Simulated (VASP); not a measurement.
# Sc (Fm-3m) in VASP: further runs

Runs on Sc. Level: PBEsol. Tasks: single point.

Program: VASP 6.6.1. These are calculated values, not measurements. Logs are shortened: lines on timing, memory, paths and dates and some standing lists are left out, and cuts for length are marked.

## (1) The cell of the first run

It takes space group Fm-3m (No. 225, cubic). Conventional cell: a = 4.556 Å, b = 4.556 Å, c = 4.556 Å, α = 90.00°, β = 90.00°, γ = 90.00°. Sc (site symmetry m-3m) has 12 Sc at 3.22 Å within 4.2 Å.

## (2) Single point, PBEsol

INCAR reads:

```
ALGO     = Normal         # electronic algorithm
EDIFF    = 1E-6           # SCF threshold, eV
ENCUT    = 520            # plane-wave cutoff, eV
GGA      = PS             # functional
ISIF     = 2              # what is computed and relaxed
ISMEAR   = -1             # smearing method
LASPH    = True           # aspherical terms in the spheres
LCHARG   = False          # write CHGCAR
LREAL    = False          # projectors in reciprocal space
LWAVE    = False          # write WAVECAR
NBANDS   = 12             # bands
NELM     = 100            # most SCF steps
PREC     = Accurate       # precision mode
SIGMA    = 0.08           # smearing width, eV
```

KPOINTS reads:

```
k-points
0
Gamma
  14 14 14
```

POSCAR reads:

```
Sc
1.0
    0.0000000000      2.2779274597      2.2779274597
    2.2779274597      0.0000000000      2.2779274597
    2.2779274597      2.2779274597      0.0000000000
Sc
1
Direct
    0.0000000000      0.0000000000      0.0000000000
```

Potentials or basis: VASP PAW PBE potentials, release 64 (Sc_sv).

On the command line:

```
cat potpaw_PBE.64/Sc_sv/POTCAR > POTCAR
mpirun -np 1 vasp_std > vasp.out
```

OUTCAR:

```text
EDIFF = 1E-6
   ENCUT = 520
   GGA = PS
   ISIF = 2
   ISMEAR = -1
   LASPH = True
   LREAL = False
   NELM = 100
   PREC = Accurate

 ion  position               nearest neighbor table
   1  0.000  0.000  0.000-

  LATTYP: Found a face centered cubic cell.
 ALAT       =     4.5558549194

  Lattice vectors:

 A1 = (   0.0000000000,   2.2779274597,   2.2779274597)
 A2 = (   2.2779274597,   0.0000000000,   2.2779274597)
 A3 = (   2.2779274597,   2.2779274597,   0.0000000000)

Analysis of symmetry for initial positions (statically):
=====================================================================
 Subroutine PRICEL returns:
 Original cell was already a primitive cell.

 Routine SETGRP: Setting up the symmetry group for a
 face centered cubic supercell.

 Subroutine GETGRP returns: Found 48 space group operations
 (whereof 48 operations were pure point group operations)
 out of a pool of 48 trial point group operations.

The static configuration has the point symmetry O_h .

Analysis of symmetry for dynamics (positions and initial velocities):
=====================================================================
 Subroutine PRICEL returns:
 Original cell was already a primitive cell.

 Routine SETGRP: Setting up the symmetry group for a
 face centered cubic supercell.

 Subroutine GETGRP returns: Found 48 space group operations
 (whereof 48 operations were pure point group operations)
 out of a pool of 48 trial point group operations.

The dynamic configuration has the point symmetry O_h .

 Subroutine INISYM returns: Found 48 space group operations
 (whereof 48 operations are pure point group operations),
 and found     1 'primitive' translations

----------------------------------------------------------------------------------------

                                     Primitive cell

  volume of cell :      23.6401

  direct lattice vectors                    reciprocal lattice vectors
     0.000000000  2.277927460  2.277927460    -0.219497771  0.219497771  0.219497771
     2.277927460  0.000000000  2.277927460     0.219497771 -0.219497771  0.219497771
     2.277927460  2.277927460  0.000000000     0.219497771  0.219497771 -0.219497771

  length of vectors
     3.221475908  3.221475908  3.221475908     0.380181292  0.380181292  0.380181292

  position of ions in fractional coordinates (direct lattice)
     0.000000000  0.000000000  0.000000000

  ion indices of the primitive-cell ions
   primitive index   ion index
                 1           1

----------------------------------------------------------------------------------------

 KPOINTS: k-points

Automatic generation of k-mesh.
 Grid dimensions read from file:
 generate k-points for:   14   14   14

 Generating k-lattice:

  Cartesian coordinates                     Fractional coordinates (reciprocal lattice)
    -0.015678412  0.015678412  0.015678412     0.071428571  0.000000000  0.000000000
     0.015678412 -0.015678412  0.015678412     0.000000000  0.071428571  0.000000000
     0.015678412  0.015678412 -0.015678412     0.000000000  0.000000000  0.071428571

  Length of vectors
     0.027155807  0.027155807  0.027155807

  Shift w.r.t. Gamma in fractional coordinates (k-lattice)
     0.000000000  0.000000000  0.000000000

 Subroutine IBZKPT returns following result:
 ===========================================

 Found    104 irreducible k-points:

 Following reciprocal coordinates:
            Coordinates               Weight
  0.000000  0.000000  0.000000      1.000000
  0.071429  0.000000  0.000000      8.000000
  0.142857  0.000000  0.000000      8.000000
  0.214286  0.000000  0.000000      8.000000
  0.285714  0.000000  0.000000      8.000000
  0.357143  0.000000  0.000000      8.000000
[... 16 lines left out ...]
  0.214286  0.142857  0.000000     24.000000
  0.285714  0.142857  0.000000     24.000000
 [... further k-points ...]
   k-points           NKPTS =    104   k-points in BZ     NKDIM =    104   number of bands    NBANDS=     12
   number of dos      NEDOS =    301   number of ions     NIONS =      1
   total plane-waves  NPLWV =  13824
   dimension x,y,z NGX =    24 NGY =   24 NGZ =   24
   dimension x,y,z NGXF=    48 NGYF=   48 NGZF=   48
   ions per type =               1
   NGX,Y,Z   is equivalent  to a cutoff of  12.39, 12.39, 12.39 a.u.
   NGXF,Y,Z  is equivalent  to a cutoff of  24.77, 24.77, 24.77 a.u.
 SYSTEM =  unknown system
   PREC   = accura    normal or accurate (medium, high low for compatibility)
   ISTART =      0    job   : 0-new  1-cont  2-samecut
   ICHARG =      2    charge: 1-file 2-atom 10-const
   ISPIN  =      1    spin polarized calculation?
   LNONCOLLINEAR =      F non collinear calculations
   LSORBIT =      F    spin-orbit coupling
   LASPH  =      T    aspherical Exc in radial PAW
   ENCUT  =  520.0 eV  38.22 Ry    6.18 a.u.   5.99  5.99  5.99*2*pi/ulx,y,z
   NELM   =    100;   NELMIN=  2; NELMDL= -5     # of ELM steps
   EDIFF  = 0.1E-05   stopping-criterion for ELM
   LREAL  =      F    real-space projection
   EDIFFG = 0.1E-04   stopping-criterion for IOM
   NSW    =      0    number of steps for IOM
   IBRION =     -1    ionic relax: 0-MD 1-quasi-New 2-CG
   NFREE  =      0    steps in history (QN), initial steepest desc. (CG)
   ISIF   =      2    stress and relaxation
   ISYM   =      2    0-nonsym 1-usesym 2-fastsym
   POTIM  = 0.5000    time-step for ionic-motion
   TEBEG  =    0.0;   TEEND  =   0.0 temperature during run
   PSTRESS=    0.0 pullay stress
   NELECT =      11.0000    total number of electrons
   NUPDOWN=      -1.0000    fix difference up-down
   EMIN   =  10.00;   EMAX   =-10.00  energy-range for DOS
   EFERMI =   0.00;   METHOD = LEGACY
   ISMEAR =    -1;   SIGMA  =   0.08  broadening in eV -4-tet -1-fermi 0-gaus
   EFERMI_NEDOS =   21; number of points for ismear=-14 and -15
   IALGO  =     38    algorithm
   IMIX   =      4    mixing-type and parameters
     AMIX     =   0.40;   BMIX     =  1.00
     AMIX_MAG =   1.60;   BMIX_MAG =  1.00
  volume/ion in A,a.u.               =      23.64       159.53
  Fermi-wavevector in a.u.,A,eV,Ry     =   1.268594  2.397294 21.896259  1.609330
  Thomas-Fermi vector in A             =   2.401680
   LORBIT       =      0    0 simple, 1 ext, 2 COOP (PROOUT), +10 PAW based schemes
   GGA     = PS    functional components
   LHFCALC =     F    Hartree Fock is set to
   AEXX    =    0.0000 exact exchange contribution
   IVDW    =     0    specifies the selected vdW correction
   LEPSILON=     F    determine dielectric tensor
   LRPA    =     F    only Hartree local field effects (RPA)
 non-spin polarized calculation
  energy-cutoff  :      520.00
  volume of cell :       23.64
 maximum number of plane-waves:       648
   NGX = 11   NGY = 11   NGZ = 11

 number of electron      10.9999996 magnetization

 Free energy of the ion-electron system (eV)
  ---------------------------------------------------
  ext. energy  EPLUGINS =         0.00000000
  ---------------------------------------------------
  free energy    TOTEN  =        -6.57888378 eV

  energy without entropy =       -6.54059626  energy(sigma->0) =       -6.55974002

 E-fermi :   3.8839     XC(G=0): -10.1591

 val. band max:        3.8735447219   @ k =  -0.3571   0.2143   0.0000
 cond. band min:       3.8924479041   @ k =  -0.4286   0.1429   0.0000
 fundamental gap:      0.0189031822
 Fermi energy:         3.8839253859

 k-point     1 :       0.0000    0.0000    0.0000
  band No.  band energies     occupation
      1     -45.2289      2.00000
      2     -23.7060      2.00000
      3     -23.7060      2.00000
      4     -23.7060      2.00000
      5      -1.3950      2.00000
      6       5.5157      0.00000
      7       5.5157      0.00000
      8       5.5157      0.00000
      9       6.9778      0.00000
     10       6.9778      0.00000
     11      16.6351      0.00000
     12      20.1655      0.00000

 k-point     2 :       0.0714    0.0000    0.0000
  band No.  band energies     occupation
      1     -45.2253      2.00000
      2     -23.7297      2.00000
      3     -23.7090      2.00000
      4     -23.7090      2.00000
      5      -1.2603      2.00000
      6       5.4138      0.00000
      7       5.5665      0.00000
      8       5.5665      0.00000
      9       6.9415      0.00000
     10       6.9415      0.00000
     11      16.7665      0.00000
     12      19.1244      0.00000

 k-point     3 :       0.1429    0.0000    0.0000
  band No.  band energies     occupation
      1     -45.2153      2.00000
      2     -23.7957      2.00000
      3     -23.7175      2.00000
      4     -23.7175      2.00000
      5      -0.8686      2.00000
      6       5.1468      0.00000
      7       5.6830      0.00000
      8       5.6830      0.00000
      9       6.8790      0.00000
     10       6.8790      0.00000
     11      16.8005      0.00000
     12      17.6855      0.00000
[... 286 lines left out ...]
 k-point    23 :       0.2143    0.1429    0.0000
  band No.  band energies     occupation
      1     -45.2000      2.00000
      2     -23.8542      2.00000
      3     -23.7525      2.00000
      4     -23.7488      2.00000
      5      -0.2501      2.00000
      6       4.6988      0.00008
      7       5.8733      0.00000
      8       5.9878      0.00000
      9       6.3322      0.00000
     10       7.2332      0.00000
     11      16.8204      0.00000
     12      17.6269      0.00000

 k-point    24 :       0.2857    0.1429    0.0000
  band No.  band energies     occupation
      1     -45.1859      2.00000
      2     -23.9380      2.00000
      3     -23.7677      2.00000
      4     -23.7630      2.00000
      5       0.3868      2.00000
      6       4.4186      0.00250
      7       5.5898      0.00000
      8       6.0461      0.00000
      9       6.6738      0.00000
     10       7.4123      0.00000
     11      15.1753      0.00000
     12      17.4224      0.00000

 [... further k-points ...]
[... 5 lines left out ...]
  --------------------------------------------------------------------------------------
  -------------------------------------------------------------------------------------
  Total        0.0028562      0.0028562      0.0028562      0.0000000      0.0000000     -0.0000000
  in kB        0.1935727      0.1935727      0.1935727      0.0000000      0.0000000     -0.0000000
  external PRESSURE =       0.1935727 kB  Pullay stress =       0.0000000 kB

 VOLUME and BASIS-vectors are now :
 -----------------------------------------------------------------------------
  energy-cutoff  :      520.00
  volume of cell :       23.64
      direct lattice vectors                 reciprocal lattice vectors
     0.000000000  2.277927460  2.277927460    -0.219497771  0.219497771  0.219497771
     2.277927460  0.000000000  2.277927460     0.219497771 -0.219497771  0.219497771
     2.277927460  2.277927460  0.000000000     0.219497771  0.219497771 -0.219497771

 POSITION                                       TOTAL-FORCE (eV/Angst)
 -----------------------------------------------------------------------------------
      0.00000      0.00000      0.00000         0.000000      0.000000      0.000000
 -----------------------------------------------------------------------------------
    total drift:                                0.000000      0.000000     -0.000000

  FREE ENERGIE OF THE ION-ELECTRON SYSTEM (eV)
  ---------------------------------------------------
  free  energy   TOTEN  =        -6.5788837785 eV

  energy  without entropy=       -6.5405962572  energy(sigma->0) =       -6.55974002
```

Run time: 23 s. Hardware: 1 thread of Intel Xeon 8259CL, shared host; peak memory 0.16 GiB.

Results:

```
Free energy : -6.5789 eV
Pressure    : 0.0 GPa
```

Levels at points of the mesh, in eV from the Fermi level:
```csv
k point,band 3,band 4,band 5,band 6,band 7,band 8
"(0.00, 0.00, 0.00)",-27.59,-27.59,-5.28,1.63,1.63,1.63
"(0.50, 0.00, 0.00)",-27.65,-27.65,-1.83,0.32,1.51,1.51
"(0.50, 0.50, 0.00)",-27.75,-27.75,-1.62,-0.69,2.06,4.04
```

Caveat: the PAW data sets were made with another functional, which shifts forces and pressure a little.

## (3) Single point, PBEsol

INCAR reads:

```
SYSTEM = Sc
PREC = Accurate ; ENCUT = 520
EDIFF = 1E-6 ; ISMEAR = -1
SIGMA = 0.08 ; LREAL = .FALSE.
LASPH = .TRUE. ; NELM = 60
ALGO = Normal ; ISIF = 2
LWAVE = .FALSE. ; LCHARG = .TRUE.
GGA = PS ; LELF = .TRUE.
LVHAR = .TRUE. ; NBANDS = 12
```

KPOINTS reads:

```
Automatic mesh
0
G
  14 14 14
  0 0 0
```

POSCAR is that of step 2.

Potentials or basis: VASP PAW PBE potentials, release 64 (Sc_sv).

On the command line:

```
cat potpaw_PBE.64/Sc_sv/POTCAR > POTCAR
mpirun -np 1 vasp_std > vasp.out
```

OUTCAR:

```text
SYSTEM = Sc
   PREC = Accurate
   ENCUT = 520
   EDIFF = 1E-6
   ISMEAR = -1
   LREAL = .FALSE.
   LASPH = .TRUE.
   NELM = 60
   ISIF = 2
   GGA = PS

 ion  position               nearest neighbor table
   1  0.000  0.000  0.000-

  LATTYP: Found a face centered cubic cell.
 ALAT       =     4.5558549194

  Lattice vectors:

 A1 = (   0.0000000000,   2.2779274597,   2.2779274597)
 A2 = (   2.2779274597,   0.0000000000,   2.2779274597)
 A3 = (   2.2779274597,   2.2779274597,   0.0000000000)

Analysis of symmetry for initial positions (statically):
=====================================================================
 Subroutine PRICEL returns:
 Original cell was already a primitive cell.

 Routine SETGRP: Setting up the symmetry group for a
 face centered cubic supercell.

 Subroutine GETGRP returns: Found 48 space group operations
 (whereof 48 operations were pure point group operations)
 out of a pool of 48 trial point group operations.

The static configuration has the point symmetry O_h .

Analysis of symmetry for dynamics (positions and initial velocities):
=====================================================================
 Subroutine PRICEL returns:
[... 159 lines left out ...]
 Fermi energy:         3.8839253859

 k-point     1 :       0.0000    0.0000    0.0000
  band No.  band energies     occupation
      1     -45.2289      2.00000
      2     -23.7060      2.00000
      3     -23.7060      2.00000
      4     -23.7060      2.00000
      5      -1.3950      2.00000
      6       5.5157      0.00000
      7       5.5157      0.00000
      8       5.5157      0.00000
      9       6.9778      0.00000
     10       6.9778      0.00000
     11      16.6351      0.00000
     12      20.1655      0.00000
[... 331 lines left out ...]
 k-point    24 :       0.2857    0.1429    0.0000
  band No.  band energies     occupation
      1     -45.1859      2.00000
      2     -23.9380      2.00000
      3     -23.7677      2.00000
      4     -23.7630      2.00000
      5       0.3868      2.00000
      6       4.4186      0.00250
      7       5.5898      0.00000
      8       6.0461      0.00000
      9       6.6738      0.00000
     10       7.4123      0.00000
     11      15.1753      0.00000
     12      17.4224      0.00000

 [... further k-points ...]
[... 5 lines left out ...]
  --------------------------------------------------------------------------------------
  -------------------------------------------------------------------------------------
  Total        0.0028562      0.0028562      0.0028562      0.0000000      0.0000000     -0.0000000
  in kB        0.1935727      0.1935727      0.1935727      0.0000000      0.0000000     -0.0000000
  external PRESSURE =       0.1935727 kB  Pullay stress =       0.0000000 kB

 VOLUME and BASIS-vectors are now :
 -----------------------------------------------------------------------------
  energy-cutoff  :      520.00
  volume of cell :       23.64
      direct lattice vectors                 reciprocal lattice vectors
     0.000000000  2.277927460  2.277927460    -0.219497771  0.219497771  0.219497771
     2.277927460  0.000000000  2.277927460     0.219497771 -0.219497771  0.219497771
     2.277927460  2.277927460  0.000000000     0.219497771  0.219497771 -0.219497771

 POSITION                                       TOTAL-FORCE (eV/Angst)
 -----------------------------------------------------------------------------------
      0.00000      0.00000      0.00000         0.000000      0.000000      0.000000
 -----------------------------------------------------------------------------------
    total drift:                                0.000000      0.000000     -0.000000

  FREE ENERGIE OF THE ION-ELECTRON SYSTEM (eV)
  ---------------------------------------------------
  free  energy   TOTEN  =        -6.5788837785 eV

  energy  without entropy=       -6.5405962572  energy(sigma->0) =       -6.55974002
```

OSZICAR:

```text
N       E                     dE             d eps       ncg     rms          rms(c)
DAV:   1     0.728698704994E+02    0.72870E+02   -0.50866E+03  2504   0.903E+02
DAV:   2    -0.587485796164E+01   -0.78745E+02   -0.77137E+02  2500   0.285E+02
DAV:   3    -0.729232638970E+01   -0.14175E+01   -0.13866E+01  3300   0.503E+01
DAV:   4    -0.731459874940E+01   -0.22272E-01   -0.22249E-01  3168   0.501E+00
DAV:   5    -0.731496142330E+01   -0.36267E-03   -0.36266E-03  3300   0.618E-01    0.576E+00
DAV:   6    -0.666725566420E+01    0.64771E+00   -0.97053E-01  3760   0.141E+01    0.168E+00
DAV:   7    -0.658427242301E+01    0.82983E-01   -0.18821E-01  3936   0.593E+00    0.555E-01
DAV:   8    -0.657948307046E+01    0.47894E-02   -0.13996E-02  2900   0.172E+00    0.173E-01
DAV:   9    -0.657889204819E+01    0.59102E-03   -0.21495E-03  3732   0.674E-01    0.292E-02
DAV:  10    -0.657888507421E+01    0.69740E-05   -0.80142E-05  3832   0.114E-01    0.806E-03
DAV:  11    -0.657888375278E+01    0.13214E-05   -0.42574E-06  3848   0.304E-02    0.835E-04
DAV:  12    -0.657888377848E+01   -0.25705E-07   -0.21742E-08  1436   0.201E-03
   1 F= -.65788838E+01 E0= -.65597400E+01  d E =-.382875E-01
```

Wall time 24 s (1 thread of Intel Xeon 8259CL, shared host); peak memory 0.15 GiB.

What came out:

| Property | Result |
| --- | --- |
| Free energy | -6.5789 eV |
| Pressure | 0.0 GPa |

Caveat: the PAW data sets were made with another functional, which shifts forces and pressure a little.
